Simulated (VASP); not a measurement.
A run of VASP 6.6.1 is set up as follows.

Contents of INCAR:

```
PREC = Accurate
ENCUT = 520
EDIFF = 1E-7
ISMEAR = -1
SIGMA = 0.05
LREAL = False
LASPH = True
NELM = 100
ALGO = Normal
ISIF = 2
LWAVE = False
LCHARG = False
LDIPOL = True
IDIPOL = 3
DIPOL = 0.5 0.5 0.500
GGA = PE
NBANDS = 20
```

The input KPOINTS:

```
regular mesh
0
Gamma
  11 11 1
```

Contents of POSCAR:

```
Al
1.0
    2.8270770242      0.0000000000      0.0000000000
   -1.4135385121      2.4483205214      0.0000000000
    0.0000000000      0.0000000000     28.7789896050
Al
7
Direct
    0.3333333300      0.6666666600      0.2606067865
    0.0000000000      0.0000000000      0.3404045243
    0.6666666700      0.3333333400      0.4202022622
    0.0000000000      0.0000000000      0.5000000000
    0.3333333300      0.6666666600      0.5797977378
    0.0000000000      0.0000000000      0.6595954757
    0.6666666700      0.3333333400      0.7393932135
```

Potentials or basis: VASP PAW PBE potentials, release 64 (Al).

Launch:

```sh
$ cat potpaw_PBE.64/Al/POTCAR > POTCAR
$ mpirun -np 1 vasp_std > vasp.out
```

**Question.** Predict the largest force.

**Answer.** 0.162 eV/Å.

Forces in eV/Å, atoms in the order of the input:
```
Al   0.000  0.000 -0.162
Al   0.000  0.000 -0.022
Al   0.000  0.000 -0.004
Al   0.000  0.000  0.000
Al   0.000  0.000  0.004
Al   0.000  0.000  0.022
Al   0.000  0.000  0.162
```
